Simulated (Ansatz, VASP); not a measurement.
# One calculation of Cd4Se3, two programs

```
Cd Se
1.0
     4.20000    0.00000    0.00000
    -2.10000    3.63731    0.00000
     0.00000    0.00000   11.25000
Cd Se
4 3
Direct
  0.00000 0.00000 0.38000
  0.00000 0.00000 0.62000
  0.66667 0.33333 0.86000
  0.33333 0.66667 0.14000
  0.66667 0.33333 0.28500
  0.33333 0.66667 0.71500
  0.00000 0.00000 0.00000
```

Alike in both runs: task relaxation of cell and atoms; functional PBE; k mesh 5 × 5 × 2; occupations gaussian, width 0.2 eV; no spin polarisation.

|  | VASP | Ansatz |
| --- | --- | --- |
| version | VASP 6.6.1 | Ansatz 0.2.0 |
| potentials or method | VASP PAW PBE potentials, release 64 (Cd, Se), cutoff 600 eV | scalar-relativistic, plane waves, PAW |
| valence electrons in the cell | 66 | 128 |

|  | VASP | Ansatz | Ansatz less VASP |
| --- | --- | --- | --- |
| gap on the k mesh at the Fermi level, each at its own relaxed structure (eV) | none | none | - |
| relaxed volume (Å³/atom) | 25.95 | 25.71 | -0.241 |
| relaxed length of the cell vector where the two differ most in proportion (Å) | 12.518 | 12.415 | -0.1026 |

A gap of «none» marks a metal or a gap that the smearing closes. VASP's potentials hold 66 valence electrons a cell and Ansatz's 128, so a difference there can come from the potentials and not from the codes.
